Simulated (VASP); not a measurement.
# V (Fm-3m) in VASP: single point with PBE

Aim: the single point of V with PBE.

All numbers are computed with VASP 6.6.1; they aren't measurements. Logs are shortened: lines on timing, memory, paths and dates and some standing lists are left out, and cuts for length are marked.

**1. The cell of the first run**

Symmetry: Fm-3m, No. 225, cubic system. Conventional cell: a = 3.676 Å, b = 3.676 Å, c = 3.676 Å, α = 90.00°, β = 90.00°, γ = 90.00°. Within 3.4 Å of V (site symmetry m-3m) lie 12 V at 2.60 Å.

**2. Single point, PBE, collinear spin, zero start**

The input, INCAR:

```
SYSTEM = V
ALGO = Normal
EDIFF = 1E-6
ENCUT = 500
GGA = PE
GGA_COMPAT = .False.
ISIF = 2
ISMEAR = -1
ISPIN = 2
LASPH = .True.
LCHARG = .False.
LMAXMIX = 4
LORBIT = 11
LREAL = .False.
LWAVE = .False.
MAGMOM = 0
NBANDS = 16
NELM = 200
PREC = Accurate
SIGMA = 0.1
```

The input, KPOINTS:

```
k-points
0
Gamma
  8 8 8
  0 0 0
```

The input, POSCAR:

```
V
1.0
    0.0000000000      1.8380780000      1.8380780000
    1.8380780000      0.0000000000      1.8380780000
    1.8380780000      1.8380780000      0.0000000000
V
1
Direct
    0.0000000000      0.0000000000      0.0000000000
```

Potentials or basis: VASP PAW PBE potentials, release 64 (V_sv).

Started as:

```
$ cat potpaw_PBE.64/V_sv/POTCAR > POTCAR
$ mpirun -np 1 vasp_std > vasp.out
```

OUTCAR:

```text
SYSTEM = V
   EDIFF = 1E-6
   ENCUT = 500
   GGA = PE
   ISIF = 2
   ISMEAR = -1
   ISPIN = 2
   LASPH = .True.
   LORBIT = 11
   LREAL = .False.
   NELM = 200
   PREC = Accurate

 ion  position               nearest neighbor table
   1  0.000  0.000  0.000-

  LATTYP: Found a face centered cubic cell.
 ALAT       =     3.6761560000

  Lattice vectors:

 A1 = (   0.0000000000,   1.8380780000,   1.8380780000)
 A2 = (   1.8380780000,   0.0000000000,   1.8380780000)
 A3 = (   1.8380780000,   1.8380780000,   0.0000000000)

Analysis of symmetry for initial positions (statically):
=====================================================================
 Subroutine PRICEL returns:
 Original cell was already a primitive cell.

 Routine SETGRP: Setting up the symmetry group for a
 face centered cubic supercell.

 Subroutine GETGRP returns: Found 48 space group operations
 (whereof 48 operations were pure point group operations)
 out of a pool of 48 trial point group operations.

The static configuration has the point symmetry O_h .

Analysis of symmetry for dynamics (positions and initial velocities):
=====================================================================
 Subroutine PRICEL returns:
 Original cell was already a primitive cell.

 Routine SETGRP: Setting up the symmetry group for a
 face centered cubic supercell.

 Subroutine GETGRP returns: Found 48 space group operations
 (whereof 48 operations were pure point group operations)
 out of a pool of 48 trial point group operations.

The dynamic configuration has the point symmetry O_h .

Analysis of structural, dynamic, and magnetic symmetry:
=====================================================================
 Subroutine PRICEL returns:
 Original cell was already a primitive cell.

 Routine SETGRP: Setting up the symmetry group for a
 face centered cubic supercell.

 Subroutine GETGRP returns: Found 48 space group operations
 (whereof 48 operations were pure point group operations)
 out of a pool of 48 trial point group operations.

The overall configuration has the point symmetry O_h .

 Subroutine INISYM returns: Found 48 space group operations
 (whereof 48 operations are pure point group operations),
 and found     1 'primitive' translations

----------------------------------------------------------------------------------------

                                     Primitive cell

  volume of cell :      12.4200

  direct lattice vectors                    reciprocal lattice vectors
     0.000000000  1.838078000  1.838078000    -0.272023276  0.272023276  0.272023276
     1.838078000  0.000000000  1.838078000     0.272023276 -0.272023276  0.272023276
     1.838078000  1.838078000  0.000000000     0.272023276  0.272023276 -0.272023276

  length of vectors
     2.599434836  2.599434836  2.599434836     0.471158136  0.471158136  0.471158136

  position of ions in fractional coordinates (direct lattice)
     0.000000000  0.000000000  0.000000000

  ion indices of the primitive-cell ions
   primitive index   ion index
                 1           1

----------------------------------------------------------------------------------------

 KPOINTS: k-points

Automatic generation of k-mesh.
 Grid dimensions read from file:
 generate k-points for:    8    8    8

 Generating k-lattice:

  Cartesian coordinates                     Fractional coordinates (reciprocal lattice)
    -0.034002910  0.034002910  0.034002910     0.125000000  0.000000000  0.000000000
     0.034002910 -0.034002910  0.034002910     0.000000000  0.125000000  0.000000000
     0.034002910  0.034002910 -0.034002910     0.000000000  0.000000000  0.125000000

  Length of vectors
     0.058894767  0.058894767  0.058894767

  Shift w.r.t. Gamma in fractional coordinates (k-lattice)
     0.000000000  0.000000000  0.000000000

 Subroutine IBZKPT returns following result:
 ===========================================

 Found     29 irreducible k-points:

 Following reciprocal coordinates:
            Coordinates               Weight
  0.000000  0.000000  0.000000      1.000000
  0.125000  0.000000  0.000000      8.000000
  0.250000  0.000000  0.000000      8.000000
  0.375000  0.000000  0.000000      8.000000
  0.500000  0.000000  0.000000      4.000000
  0.125000  0.125000  0.000000      6.000000
[... 16 lines left out ...]
  0.500000  0.250000  0.125000     48.000000
 -0.375000  0.250000  0.125000     24.000000
 [... further k-points ...]
   k-points           NKPTS =     29   k-points in BZ     NKDIM =     29   number of bands    NBANDS=     16
   number of dos      NEDOS =    301   number of ions     NIONS =      1
   total plane-waves  NPLWV =   8000
   dimension x,y,z NGX =    20 NGY =   20 NGZ =   20
   dimension x,y,z NGXF=    40 NGYF=   40 NGZF=   40
   ions per type =               1
   NGX,Y,Z   is equivalent  to a cutoff of  12.79, 12.79, 12.79 a.u.
   NGXF,Y,Z  is equivalent  to a cutoff of  25.58, 25.58, 25.58 a.u.
 SYSTEM =  V
   PREC   = accura    normal or accurate (medium, high low for compatibility)
   ISTART =      0    job   : 0-new  1-cont  2-samecut
   ICHARG =      2    charge: 1-file 2-atom 10-const
   ISPIN  =      2    spin polarized calculation?
   LNONCOLLINEAR =      F non collinear calculations
   LSORBIT =      F    spin-orbit coupling
   LASPH  =      T    aspherical Exc in radial PAW
   ENCUT  =  500.0 eV  36.75 Ry    6.06 a.u.   4.74  4.74  4.74*2*pi/ulx,y,z
   NELM   =    200;   NELMIN=  2; NELMDL= -5     # of ELM steps
   EDIFF  = 0.1E-05   stopping-criterion for ELM
   LREAL  =      F    real-space projection
   EDIFFG = 0.1E-04   stopping-criterion for IOM
   NSW    =      0    number of steps for IOM
   IBRION =     -1    ionic relax: 0-MD 1-quasi-New 2-CG
   NFREE  =      0    steps in history (QN), initial steepest desc. (CG)
   ISIF   =      2    stress and relaxation
   ISYM   =      2    0-nonsym 1-usesym 2-fastsym
   POTIM  = 0.5000    time-step for ionic-motion
   TEBEG  =    0.0;   TEEND  =   0.0 temperature during run
   PSTRESS=    0.0 pullay stress
   NELECT =      13.0000    total number of electrons
   NUPDOWN=      -1.0000    fix difference up-down
   EMIN   =  10.00;   EMAX   =-10.00  energy-range for DOS
   EFERMI =   0.00;   METHOD = LEGACY
   ISMEAR =    -1;   SIGMA  =   0.10  broadening in eV -4-tet -1-fermi 0-gaus
   EFERMI_NEDOS =   21; number of points for ismear=-14 and -15
   IALGO  =     38    algorithm
   IMIX   =      4    mixing-type and parameters
     AMIX     =   0.40;   BMIX     =  1.00
     AMIX_MAG =   1.60;   BMIX_MAG =  1.00
  volume/ion in A,a.u.               =      12.42        83.81
  Fermi-wavevector in a.u.,A,eV,Ry     =   1.662195  3.141093 37.591438  2.762893
  Thomas-Fermi vector in A             =   2.749128
   LORBIT       =     11    0 simple, 1 ext, 2 COOP (PROOUT), +10 PAW based schemes
   GGA     = PE    functional components
   LHFCALC =     F    Hartree Fock is set to
   AEXX    =    0.0000 exact exchange contribution
   IVDW    =     0    specifies the selected vdW correction
   LEPSILON=     F    determine dielectric tensor
   LRPA    =     F    only Hartree local field effects (RPA)
 spin polarized calculation
  energy-cutoff  :      500.00
  volume of cell :       12.42
 maximum number of plane-waves:       332
   NGX =  9   NGY =  9   NGZ =  9

 number of electron      12.9999991 magnetization       0.0000012

 number of electron      12.9999991 magnetization      -0.0000019

 Free energy of the ion-electron system (eV)
  ---------------------------------------------------
  ext. energy  EPLUGINS =         0.00000000
  ---------------------------------------------------
  free energy    TOTEN  =        -8.65951107 eV

  energy without entropy =       -8.60190374  energy(sigma->0) =       -8.63070740

 E-fermi :  11.1437     XC(G=0): -13.3513

 val. band max:       11.1162068729   @ k =   0.5000   0.0000   0.0000
 cond. band min:      11.1669366013   @ k =  -0.3750   0.1250   0.0000
 fundamental gap:      0.0507297284
 Fermi energy:        11.1436958994

 spin component 1

 k-point     1 :       0.0000    0.0000    0.0000
  band No.  band energies     occupation
      1     -52.8577      1.00000
      2     -26.0195      1.00000
      3     -26.0195      1.00000
      4     -26.0195      1.00000
      5       4.0155      1.00000
      6      11.2678      0.22432
[... 8 lines left out ...]
     15      39.9151      0.00000
     16      41.7340      0.00000

 k-point     2 :       0.1250    0.0000    0.0000
  band No.  band energies     occupation
      1     -52.8211      1.00000
      2     -26.1961      1.00000
      3     -26.0409      1.00000
      4     -26.0409      1.00000
      5       4.6418      1.00000
      6      10.9370      0.88765
[... 8 lines left out ...]
     15      40.1102      0.00000
     16      41.3337      0.00000
[... 387 lines left out ...]
      5       8.4039      1.00000
      6       9.6903      1.00000
[... 8 lines left out ...]
     15      38.7347      0.00000
     16      43.5359      0.00000

 k-point    24 :      -0.3750    0.2500    0.1250
  band No.  band energies     occupation
      1     -52.5616      1.00000
      2     -27.0144      1.00000
      3     -26.4682      1.00000
      4     -26.2592      1.00000
      5       8.6443      1.00000
      6       9.5238      1.00000
[... 8 lines left out ...]
     15      39.2439      0.00000
     16      43.8507      0.00000

 [... further k-points ...]

 spin component 2

 k-point     1 :       0.0000    0.0000    0.0000
  band No.  band energies     occupation
      1     -52.8577      1.00000
      2     -26.0195      1.00000
      3     -26.0195      1.00000
      4     -26.0195      1.00000
      5       4.0155      1.00000
      6      11.2678      0.22432
[... 8 lines left out ...]
     15      39.9151      0.00000
     16      41.7340      0.00000

 k-point     2 :       0.1250    0.0000    0.0000
  band No.  band energies     occupation
      1     -52.8211      1.00000
      2     -26.1961      1.00000
      3     -26.0409      1.00000
      4     -26.0409      1.00000
      5       4.6418      1.00000
      6      10.9370      0.88765
[... 8 lines left out ...]
     15      40.1102      0.00000
     16      41.3337      0.00000
[... 387 lines left out ...]
      5       8.4039      1.00000
      6       9.6903      1.00000
[... 8 lines left out ...]
     15      38.7347      0.00000
     16      43.5359      0.00000

 k-point    24 :      -0.3750    0.2500    0.1250
  band No.  band energies     occupation
      1     -52.5616      1.00000
      2     -27.0144      1.00000
      3     -26.4682      1.00000
      4     -26.2592      1.00000
      5       8.6443      1.00000
      6       9.5238      1.00000
[... 8 lines left out ...]
     15      39.2439      0.00000
     16      43.8507      0.00000

 [... further k-points ...]

------------------------ aborting loop because EDIFF is reached ----------------------------------------

  FORCE on cell =-STRESS in cart. coord.  units (eV):
  Direction    XX          YY          ZZ          XY          YZ          ZX
  --------------------------------------------------------------------------------------
  -------------------------------------------------------------------------------------
  Total        1.9446863      1.9446863      1.9446863     -0.0000000     -0.0000000      0.0000000
  in kB      250.8639913    250.8639913    250.8639913     -0.0000000     -0.0000000      0.0000000
  external PRESSURE =     250.8639913 kB  Pullay stress =       0.0000000 kB

 VOLUME and BASIS-vectors are now :
 -----------------------------------------------------------------------------
  energy-cutoff  :      500.00
  volume of cell :       12.42
      direct lattice vectors                 reciprocal lattice vectors
     0.000000000  1.838078000  1.838078000    -0.272023276  0.272023276  0.272023276
     1.838078000  0.000000000  1.838078000     0.272023276 -0.272023276  0.272023276
     1.838078000  1.838078000  0.000000000     0.272023276  0.272023276 -0.272023276

 POSITION                                       TOTAL-FORCE (eV/Angst)
 -----------------------------------------------------------------------------------
      0.00000      0.00000      0.00000        -0.000000     -0.000000      0.000000
 -----------------------------------------------------------------------------------
    total drift:                                0.000000      0.000000      0.000000

  FREE ENERGIE OF THE ION-ELECTRON SYSTEM (eV)
  ---------------------------------------------------
  free  energy   TOTEN  =        -8.6595110654 eV

  energy  without entropy=       -8.6019037436  energy(sigma->0) =       -8.63070740

 total charge

# of ion       s       p       d       tot
------------------------------------------
    1        2.375   6.263   3.159  11.797

 magnetization (x)

# of ion       s       p       d       tot
------------------------------------------
    1       -0.000  -0.000   0.000   0.000
```

Run time: 24 s. Hardware: 1 thread of Intel Xeon 8259CL, shared host; peak memory 0.13 GiB.

Results:

| Item | Value |
| --- | --- |
| Free energy | -8.6595 eV |
| Pressure | 25.1 GPa |
| Net moment | 0.00 μB per cell |
| Valence electrons inside the program's atomic spheres | V 11.80 |

Levels at points of the mesh, in eV from the Fermi level:
Spin up:
```
           k point  band 3  band 4  band 5  band 6  band 7  band 8  band 9  band 10
(0.00, 0.00, 0.00)  -37.16  -37.16   -7.13    0.12    0.12    0.12    2.16     2.16
(0.50, 0.00, 0.00)  -37.31  -37.31   -3.71   -0.03   -0.03    1.09    3.53     3.53
(0.50, 0.50, 0.00)  -37.56  -37.56   -4.03   -3.09    3.51    3.89    3.89     3.98
```
Spin down:
```csv
k point,band 4,band 5,band 6,band 7,band 8,band 9
"(0.00, 0.00, 0.00)",-37.16,-7.13,0.12,0.12,0.12,2.16
"(0.50, 0.00, 0.00)",-37.31,-3.71,-0.03,-0.03,1.09,3.53
"(0.50, 0.50, 0.00)",-37.56,-4.03,-3.09,3.51,3.89,3.89
```

Caveat: the k points lie up to 0.37 Å⁻¹ apart.
